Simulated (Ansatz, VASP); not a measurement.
One calculation of TaN, two programs

```
CELL_PARAMETERS angstrom
2.99562 0.00000 0.00000
-1.49781 2.59428 0.00000
0.00000 0.00000 2.93954
ATOMIC_POSITIONS crystal
Ta 0.33333 0.66667 0.50000
N 0.00000 0.00000 0.00000
```

Change from the starting cell: volume scaled by 1.06, PAW files.

Alike in both runs: task electric field gradients; functional LDA; k mesh 12 × 12 × 10; occupations fermi-dirac, width 0.02 eV; no spin polarisation.

|  | VASP | Ansatz |
| --- | --- | --- |
| version | VASP 6.6.1 | Ansatz 0.2.0 |
| potentials or method | VASP PAW LDA potentials, release 64 (Ta_pv, N) | PAW with Ansatz's default frozen-core files, scalar-relativistic |
| plane-wave cutoff (eV) | 520 | 420 |
| valence electrons in the cell | 16 | 18 |

VASP gave:

```
pressure (GPa)                                                : -27.1
traceless stress, the component that is largest in VASP (GPa) : -2.28
size of Vzz on the site where it differs most (V/Å²)          : 25.5
```

Question: What did Ansatz give for the same quantities?

Answer: Pressure (GPa): -28.5; traceless stress, the component that is largest in VASP (GPa): -2.38; size of Vzz on the site where it differs most (V/Å²): 58.4.

LDA's correlation is that of Perdew and Zunger in VASP and of Perdew and Wang (1992) in Ansatz. VASP's potentials hold 16 valence electrons a cell and Ansatz's 18, so a difference there can come from the potentials and not from the codes.

Neither program's run includes spin-orbit coupling.
